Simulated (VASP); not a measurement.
Li3Pt, 4 atoms in the cell. The typed cell holds 4 atoms: a = 4.579 Å, b = 4.579 Å, c = 4.579 Å, α = 129.20°, β = 129.20°, γ = 74.69°. 

```yaml
Program: VASP 6.6.1
Task: single point
Functional: LDA
Potentials_or_basis: VASP PAW LDA potentials, release 64 (Li_sv, Pt)
Cutoff: 520 eV
k_mesh: 5 × 5 × 6
Occupations: fermi-dirac, width 0.1 eV
Spin: no spin polarisation
Dipole_correction: no
Further_INCAR_settings: ALGO = Normal; EDIFF = 1e-07; NBANDS = 18
```

Potentials or basis: VASP PAW LDA potentials, release 64 (Li_sv, Pt).

The run is started by

```console
$ cat potpaw_LDA.64/Li_sv/POTCAR potpaw_LDA.64/Pt/POTCAR > POTCAR
$ mpirun -np 1 vasp_std > vasp.out
```

Hardware: 1 thread of Intel(R) Xeon(R) Platinum 8559C (Emerald Rapids), on a shared host.

**Question.** Estimate the wall time of this run.

**Answer.** Run time: 38 s on 1 thread of Intel(R) Xeon(R) Platinum 8559C (Emerald Rapids) (shared host), peak memory 0.21 GiB. Counts: scf iterations 13, k points 76.
